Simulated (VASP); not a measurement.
# MoF (Fm-3m) in VASP: a series of runs, part 2 of 2

VASP 6.6.1. The steps go on from the part before.

**5. Single point, PBE, collinear spin, ferromagnetic start**

This run uses another cell than the first one, of 13.93 Å³/atom, 1.083 times its volume.

Contents of INCAR:

```
ALGO = Normal ; EDIFF = 1E-7
ENCUT = 520 ; GGA = PE
ISIF = 2 ; ISMEAR = 0
ISPIN = 2 ; LASPH = True
LCHARG = False ; LMAXMIX = 4
LORBIT = 11 ; LREAL = False
LWAVE = False ; MAGMOM = 1.64 0
NBANDS = 22 ; NELM = 150
PREC = Accurate ; SIGMA = 0.1
```

Contents of KPOINTS:

```
k-points
0
Gamma
  20 20 20
```

Contents of POSCAR:

```
MoF
1.0
    0.0000000000      2.4063610023      2.4063610023
    2.4063610023      0.0000000000      2.4063610023
    2.4063610023      2.4063610023      0.0000000000
Mo F
1 1
Direct
    0.0000000000      0.0000000000      0.0000000000
    0.5000000000      0.5000000000      0.5000000000
```

Potentials or basis: VASP PAW PBE potentials, release 64 (Mo_sv, F).

Launch:

```
$ cat potpaw_PBE.64/Mo_sv/POTCAR potpaw_PBE.64/F/POTCAR > POTCAR
$ mpirun -np 1 vasp_std > vasp.out
```

OUTCAR:

```text
EDIFF = 1E-7
   ENCUT = 520
   GGA = PE
   ISIF = 2
   ISMEAR = 0
   ISPIN = 2
   LASPH = True
   LORBIT = 11
   LREAL = False
   NELM = 150
   PREC = Accurate

 ion  position               nearest neighbor table
   1  0.000  0.000  0.000-   2 2.41   2 2.41   2 2.41   2 2.41   2 2.41   2 2.41
   2  0.500  0.500  0.500-   1 2.41   1 2.41   1 2.41   1 2.41   1 2.41   1 2.41

  LATTYP: Found a face centered cubic cell.
 ALAT       =     4.8127220046

  Lattice vectors:

 A1 = (   0.0000000000,   2.4063610023,   2.4063610023)
 A2 = (   2.4063610023,   0.0000000000,   2.4063610023)
 A3 = (   2.4063610023,   2.4063610023,   0.0000000000)

Analysis of symmetry for initial positions (statically):
=====================================================================
 Subroutine PRICEL returns:
 Original cell was already a primitive cell.

 Routine SETGRP: Setting up the symmetry group for a
 face centered cubic supercell.

 Subroutine GETGRP returns: Found 48 space group operations
 (whereof 48 operations were pure point group operations)
 out of a pool of 48 trial point group operations.

The static configuration has the point symmetry O_h .

Analysis of symmetry for dynamics (positions and initial velocities):
=====================================================================
 Subroutine PRICEL returns:
 Original cell was already a primitive cell.

 Routine SETGRP: Setting up the symmetry group for a
 face centered cubic supercell.

 Subroutine GETGRP returns: Found 48 space group operations
 (whereof 48 operations were pure point group operations)
 out of a pool of 48 trial point group operations.

The dynamic configuration has the point symmetry O_h .

Analysis of structural, dynamic, and magnetic symmetry:
=====================================================================
 Subroutine PRICEL returns:
 Original cell was already a primitive cell.

 Routine SETGRP: Setting up the symmetry group for a
 face centered cubic supercell.

[... 140 lines left out ...]
 NGX is ok and might be reduce to    28
   NGX = 13   NGY = 13   NGZ = 13

 number of electron      20.9999997 magnetization       2.4147350

 Free energy of the ion-electron system (eV)
  ---------------------------------------------------
  ext. energy  EPLUGINS =         0.00000000
  ---------------------------------------------------
  free energy    TOTEN  =       -11.62679608 eV

  energy without entropy =      -11.61523318  energy(sigma->0) =      -11.62101463

 E-fermi :   8.5959     XC(G=0): -11.7140

 val. band max:        8.5949555029   @ k =   0.4000   0.3000   0.0500
 cond. band min:       8.5986218350   @ k =  -0.2000   0.0500   0.0000
 fundamental gap:      0.0036663321
 Fermi energy:         8.5959041809

 spin component 1

 k-point     1 :       0.0000    0.0000    0.0000
  band No.  band energies     occupation
      1     -53.4020      1.00000
      2     -27.4546      1.00000
      3     -27.4546      1.00000
      4     -27.4546      1.00000
      5     -17.6895      1.00000
      6       1.2534      1.00000
[... 589 lines left out ...]
     21      29.2334      0.00000
     22      30.0827      0.00000

 [... further k-points ...]

 spin component 2

 k-point     1 :       0.0000    0.0000    0.0000
  band No.  band energies     occupation
      1     -52.0542      1.00000
      2     -25.9698      1.00000
      3     -25.9698      1.00000
      4     -25.9698      1.00000
      5     -17.5115      1.00000
      6       1.4281      1.00000
[... 589 lines left out ...]
     21      30.0579      0.00000
     22      30.8772      0.00000

 [... further k-points ...]
[... 5 lines left out ...]
  --------------------------------------------------------------------------------------
  -------------------------------------------------------------------------------------
  Total       -0.0002864     -0.0002864     -0.0002864      0.0000000     -0.0000000      0.0000000
  in kB       -0.0164676     -0.0164676     -0.0164676      0.0000000     -0.0000000      0.0000000
  external PRESSURE =      -0.0164676 kB  Pullay stress =       0.0000000 kB

 VOLUME and BASIS-vectors are now :
 -----------------------------------------------------------------------------
  energy-cutoff  :      520.00
  volume of cell :       27.87
      direct lattice vectors                 reciprocal lattice vectors
     0.000000000  2.406361002  2.406361002    -0.207782623  0.207782623  0.207782623
     2.406361002  0.000000000  2.406361002     0.207782623 -0.207782623  0.207782623
     2.406361002  2.406361002  0.000000000     0.207782623  0.207782623 -0.207782623

 POSITION                                       TOTAL-FORCE (eV/Angst)
 -----------------------------------------------------------------------------------
      0.00000      0.00000      0.00000        -0.000000     -0.000000     -0.000000
      2.40636      2.40636      2.40636         0.000000      0.000000      0.000000
 -----------------------------------------------------------------------------------
    total drift:                                0.000000      0.000000      0.000000

  FREE ENERGIE OF THE ION-ELECTRON SYSTEM (eV)
  ---------------------------------------------------
  free  energy   TOTEN  =       -11.6267960798 eV

  energy  without entropy=      -11.6152331801  energy(sigma->0) =      -11.62101463

 total charge

# of ion       s       p       d       tot
------------------------------------------
    1        2.189   6.033   3.843  12.065
    2        1.768   4.284   0.000   6.052
--------------------------------------------------
tot          3.957  10.317   3.843  18.117

 magnetization (x)

# of ion       s       p       d       tot
------------------------------------------
    1        0.035   0.023   1.971   2.029
    2        0.026   0.053   0.000   0.079
--------------------------------------------------
tot          0.061   0.076   1.971   2.108
```

It took 6.8 min on 1 thread of Intel Xeon Platinum 8259CL at 2.50GHz (Skylake/Cascade Lake), shared host; peak memory 0.34 GiB.

What came out:

| Quantity | Value |
| --- | --- |
| Free energy | -11.6268 eV |
| Pressure | 0.0 GPa |
| Net moment | 2.41 μB per cell |
| Site moments | Mo +2.03; F +0.08 μB |
| Valence electrons inside the program's atomic spheres | Mo 12.06; F 6.05 |

Levels at points of the mesh, in eV from the Fermi level:
Spin up:
| k point | band 8 | band 9 | band 10 | band 11 | band 12 | band 13 | band 14 | band 15 | band 16 | band 17 |
| --- | --- | --- | --- | --- | --- | --- | --- | --- | --- | --- |
| (0.00, 0.00, 0.00) | -7.34 | -3.15 | -2.00 | -2.00 | -2.00 | -0.94 | -0.94 | 10.05 | 18.25 | 18.25 |
| (0.50, 0.00, 0.00) | -8.35 | -1.48 | -0.50 | -0.50 | 1.18 | 1.18 | 2.16 | 5.78 | 11.13 | 11.13 |
| (0.50, 0.50, 0.00) | -7.65 | -3.77 | -1.21 | 0.00 | 0.53 | 0.53 | 4.18 | 5.56 | 10.76 | 10.76 |
Spin down:
```
           k point  band 5  band 6  band 7  band 8  band 9  band 10  band 11  band 12  band 13  band 14
(0.00, 0.00, 0.00)  -26.11   -7.17   -7.17   -7.17   -2.25    -0.50    -0.50    -0.50     0.67     0.67
(0.50, 0.00, 0.00)  -25.78   -8.96   -8.01   -8.01   -0.28     1.02     1.02     2.71     2.71     2.91
(0.50, 0.50, 0.00)  -25.98   -8.11   -7.45   -7.45   -2.45     0.27     1.64     2.17     2.17     4.88
```

**6. Summary**

```csv
task,cell,k mesh,cutoff (eV),gap on the mesh (eV),pressure (GPa),moment (μB)
single point,"a = 3.314 Å, angles 60.0°, 2 atoms",6 × 6 × 6,520,none,8.4,1.86
single point,"a = 3.388 Å, angles 60.0°, 2 atoms",6 × 6 × 6,520,none,0.4,2.20
relaxation of cell and atoms,"relaxed from a = 3.314 Å, angles 60.0°, 2 atoms",6 × 6 × 6,600,none,0.4,2.20
single point,"a = 3.403 Å, angles 60.0°, 2 atoms",20 × 20 × 20,520,none,0.0,2.41
```

Alike in all rows: level PBE; potentials or basis VASP PAW PBE potentials, release 64 (Mo_sv, F); spin collinear, ferromagnetic start; smearing gaussian 0.1 eV.

Caveats: some runs use coarse meshes.

Total energies depend on the potentials used, so only differences within one code and one set of settings carry meaning.
